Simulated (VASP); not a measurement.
# CdSe (zincblende type) (F-43m) in VASP: notebook, part 2 of 3

VASP 6.6.1. The steps go on from the part before.

## 3. Single point, PBE

File INCAR:

```
PREC = Accurate
ENCUT = 520
EDIFF = 1E-7
ISMEAR = -1
SIGMA = 0.05
LREAL = F
LASPH = T
NELM = 100
ALGO = Normal
ISIF = 2
LWAVE = F
LCHARG = F
GGA = PE
NBANDS = 16
```

File KPOINTS:

```
Automatic mesh
0
Gamma
  12 12 12
```

File POSCAR:

```
CdSe
1.0
    0.0000000000      2.8038351289      2.8038351289
    2.8038351289      0.0000000000      2.8038351289
    2.8038351289      2.8038351289      0.0000000000
Cd Se
1 1
Direct
    0.0000000000      0.0000000000      0.0000000000
    0.2500000000      0.2500000000      0.2500000000
```

Potentials or basis: VASP PAW PBE potentials, release 64 (Cd, Se).

On the command line:

```bash
cat potpaw_PBE.64/Cd/POTCAR potpaw_PBE.64/Se/POTCAR > POTCAR
mpirun -np 1 vasp_std > vasp.out
```

OUTCAR:

```text
PREC = Accurate
   ENCUT = 520
   EDIFF = 1E-7
   ISMEAR = -1
   LREAL = F
   LASPH = T
   NELM = 100
   ISIF = 2
   GGA = PE

 ion  position               nearest neighbor table
   1  0.000  0.000  0.000-   2 2.43   2 2.43   2 2.43   2 2.43
   2  0.250  0.250  0.250-   1 2.43   1 2.43   1 2.43   1 2.43

  LATTYP: Found a face centered cubic cell.
 ALAT       =     5.6076702578

  Lattice vectors:

 A1 = (   0.0000000000,   2.8038351289,   2.8038351289)
 A2 = (   2.8038351289,   0.0000000000,   2.8038351289)
 A3 = (   2.8038351289,   2.8038351289,   0.0000000000)

Analysis of symmetry for initial positions (statically):
=====================================================================
 Subroutine PRICEL returns:
 Original cell was already a primitive cell.

 Routine SETGRP: Setting up the symmetry group for a
 face centered cubic supercell.

 Subroutine GETGRP returns: Found 24 space group operations
 (whereof 24 operations were pure point group operations)
 out of a pool of 48 trial point group operations.

The static configuration has the point symmetry T_d .

Analysis of symmetry for dynamics (positions and initial velocities):
=====================================================================
 Subroutine PRICEL returns:
 Original cell was already a primitive cell.

 Routine SETGRP: Setting up the symmetry group for a
 face centered cubic supercell.

 Subroutine GETGRP returns: Found 24 space group operations
 (whereof 24 operations were pure point group operations)
 out of a pool of 48 trial point group operations.

The dynamic configuration has the point symmetry T_d .

 Subroutine INISYM returns: Found 24 space group operations
 (whereof 24 operations are pure point group operations),
 and found     1 'primitive' translations

----------------------------------------------------------------------------------------

                                     Primitive cell

  volume of cell :      44.0847

  direct lattice vectors                    reciprocal lattice vectors
     0.000000000  2.803835129  2.803835129    -0.178327176  0.178327176  0.178327176
     2.803835129  0.000000000  2.803835129     0.178327176 -0.178327176  0.178327176
     2.803835129  2.803835129  0.000000000     0.178327176  0.178327176 -0.178327176

  length of vectors
     3.965221666  3.965221666  3.965221666     0.308871729  0.308871729  0.308871729

  position of ions in fractional coordinates (direct lattice)
     0.000000000  0.000000000  0.000000000
     0.250000000  0.250000000  0.250000000

  ion indices of the primitive-cell ions
   primitive index   ion index
                 1           1
                 2           2

----------------------------------------------------------------------------------------

 KPOINTS: Automatic mesh

Automatic generation of k-mesh.
 Grid dimensions read from file:
 generate k-points for:   12   12   12

 Generating k-lattice:

  Cartesian coordinates                     Fractional coordinates (reciprocal lattice)
    -0.014860598  0.014860598  0.014860598     0.083333333  0.000000000  0.000000000
     0.014860598 -0.014860598  0.014860598     0.000000000  0.083333333  0.000000000
     0.014860598  0.014860598 -0.014860598     0.000000000  0.000000000  0.083333333

  Length of vectors
     0.025739311  0.025739311  0.025739311

  Shift w.r.t. Gamma in fractional coordinates (k-lattice)
     0.000000000  0.000000000  0.000000000

 Subroutine IBZKPT returns following result:
 ===========================================

 Found     72 irreducible k-points:

 Following reciprocal coordinates:
            Coordinates               Weight
  0.000000  0.000000  0.000000      1.000000
  0.083333  0.000000  0.000000      8.000000
  0.166667  0.000000  0.000000      8.000000
  0.250000  0.000000  0.000000      8.000000
  0.333333  0.000000  0.000000      8.000000
  0.416667  0.000000  0.000000      8.000000
[... 16 lines left out ...]
  0.500000  0.166667  0.000000     24.000000
 -0.416667  0.166667  0.000000     24.000000
 [... further k-points ...]
   k-points           NKPTS =     72   k-points in BZ     NKDIM =     72   number of bands    NBANDS=     16
   number of dos      NEDOS =    301   number of ions     NIONS =      2
   total plane-waves  NPLWV =  27000
   dimension x,y,z NGX =    30 NGY =   30 NGZ =   30
   dimension x,y,z NGXF=    60 NGYF=   60 NGZF=   60
   ions per type =               1   1
   NGX,Y,Z   is equivalent  to a cutoff of  12.58, 12.58, 12.58 a.u.
   NGXF,Y,Z  is equivalent  to a cutoff of  25.16, 25.16, 25.16 a.u.
 SYSTEM =  unknown system
   PREC   = accura    normal or accurate (medium, high low for compatibility)
   ISTART =      0    job   : 0-new  1-cont  2-samecut
   ICHARG =      2    charge: 1-file 2-atom 10-const
   ISPIN  =      1    spin polarized calculation?
   LNONCOLLINEAR =      F non collinear calculations
   LSORBIT =      F    spin-orbit coupling
   LASPH  =      T    aspherical Exc in radial PAW
   ENCUT  =  520.0 eV  38.22 Ry    6.18 a.u.   7.37  7.37  7.37*2*pi/ulx,y,z
   NELM   =    100;   NELMIN=  2; NELMDL= -5     # of ELM steps
   EDIFF  = 0.1E-06   stopping-criterion for ELM
   LREAL  =      F    real-space projection
   EDIFFG = 0.1E-05   stopping-criterion for IOM
   NSW    =      0    number of steps for IOM
   IBRION =     -1    ionic relax: 0-MD 1-quasi-New 2-CG
   NFREE  =      0    steps in history (QN), initial steepest desc. (CG)
   ISIF   =      2    stress and relaxation
   ISYM   =      2    0-nonsym 1-usesym 2-fastsym
   POTIM  = 0.5000    time-step for ionic-motion
   TEBEG  =    0.0;   TEEND  =   0.0 temperature during run
   PSTRESS=    0.0 pullay stress
   NELECT =      18.0000    total number of electrons
   NUPDOWN=      -1.0000    fix difference up-down
   EMIN   =  10.00;   EMAX   =-10.00  energy-range for DOS
   EFERMI =   0.00;   METHOD = LEGACY
   ISMEAR =    -1;   SIGMA  =   0.05  broadening in eV -4-tet -1-fermi 0-gaus
   EFERMI_NEDOS =   21; number of points for ismear=-14 and -15
   IALGO  =     38    algorithm
   IMIX   =      4    mixing-type and parameters
     AMIX     =   0.40;   BMIX     =  1.00
     AMIX_MAG =   1.60;   BMIX_MAG =  1.00
  volume/ion in A,a.u.               =      22.04       148.75
  Fermi-wavevector in a.u.,A,eV,Ry     =   1.214516  2.295102 20.069257  1.475049
  Thomas-Fermi vector in A             =   2.349933
   LORBIT       =      0    0 simple, 1 ext, 2 COOP (PROOUT), +10 PAW based schemes
   GGA     = PE    functional components
   LHFCALC =     F    Hartree Fock is set to
   AEXX    =    0.0000 exact exchange contribution
   IVDW    =     0    specifies the selected vdW correction
   LEPSILON=     F    determine dielectric tensor
   LRPA    =     F    only Hartree local field effects (RPA)
 non-spin polarized calculation
  energy-cutoff  :      520.00
  volume of cell :       44.08
 maximum number of plane-waves:      1243
 NGX is ok and might be reduce to    30
   NGX = 15   NGY = 15   NGZ = 15

 number of electron      17.9999993 magnetization

 Free energy of the ion-electron system (eV)
  ---------------------------------------------------
  ext. energy  EPLUGINS =         0.00000000
  ---------------------------------------------------
  free energy    TOTEN  =        -4.47573298 eV

  energy without entropy =       -4.47573291  energy(sigma->0) =       -4.47573294

 E-fermi :   3.8425     XC(G=0): -10.0487

 val. band max:        3.2513271625   @ k =   0.0000   0.0000   0.0000
 cond. band min:       4.3392855505   @ k =   0.0000   0.0000   0.0000
 fundamental gap:      1.0879583880
 Fermi energy:         3.8424982887

 k-point     1 :       0.0000    0.0000    0.0000
  band No.  band energies     occupation
      1     -11.0755      2.00000
      2      -5.9004      2.00000
      3      -5.9004      2.00000
      4      -5.9004      2.00000
      5      -5.1933      2.00000
      6      -5.1933      2.00000
[... 8 lines left out ...]
     15      14.8693      0.00000
     16      14.8693      0.00000

 k-point     2 :       0.0833    0.0000    0.0000
  band No.  band energies     occupation
      1     -11.0344      2.00000
      2      -5.8858      2.00000
      3      -5.8858      2.00000
      4      -5.8779      2.00000
      5      -5.1949      2.00000
      6      -5.1949      2.00000
[... 8 lines left out ...]
     15      14.1890      0.00000
     16      14.3524      0.00000
[... 387 lines left out ...]
      5      -5.1380      2.00000
      6      -4.6691      2.00000
[... 8 lines left out ...]
     15      15.9856      0.00000
     16      16.2654      0.00000

 k-point    24 :      -0.4167    0.1667    0.0000
  band No.  band energies     occupation
      1     -10.3869      2.00000
      2      -5.7019      2.00000
      3      -5.6567      2.00000
      4      -5.2161      2.00000
      5      -5.1641      2.00000
      6      -4.5906      2.00000
[... 8 lines left out ...]
     15      15.0330      0.00000
     16      15.7216      0.00000

 [... further k-points ...]
[... 5 lines left out ...]
  --------------------------------------------------------------------------------------
  -------------------------------------------------------------------------------------
  Total        7.6689227      7.6689227      7.6689227     -0.0000000      0.0000000     -0.0000000
  in kB      278.7131944    278.7131944    278.7131944     -0.0000000      0.0000000     -0.0000000
  external PRESSURE =     278.7131944 kB  Pullay stress =       0.0000000 kB

 VOLUME and BASIS-vectors are now :
 -----------------------------------------------------------------------------
  energy-cutoff  :      520.00
  volume of cell :       44.08
      direct lattice vectors                 reciprocal lattice vectors
     0.000000000  2.803835129  2.803835129    -0.178327176  0.178327176  0.178327176
     2.803835129  0.000000000  2.803835129     0.178327176 -0.178327176  0.178327176
     2.803835129  2.803835129  0.000000000     0.178327176  0.178327176 -0.178327176

 POSITION                                       TOTAL-FORCE (eV/Angst)
 -----------------------------------------------------------------------------------
      0.00000      0.00000      0.00000         0.000000      0.000000      0.000000
      1.40192      1.40192      1.40192        -0.000000     -0.000000     -0.000000
 -----------------------------------------------------------------------------------
    total drift:                               -0.000000     -0.000000     -0.000000

  FREE ENERGIE OF THE ION-ELECTRON SYSTEM (eV)
  ---------------------------------------------------
  free  energy   TOTEN  =        -4.4757329797 eV

  energy  without entropy=       -4.4757329098  energy(sigma->0) =       -4.47573294
```

It took 26 s on 1 thread of AMD EPYC 9R45 (Zen 5), shared host; peak memory 0.17 GiB.

Results:

```
Free energy            : -4.4757 eV
Pressure               : 27.9 GPa
Band gap on the k mesh : 1.09 eV, direct
```

[end of part 2 of 3]
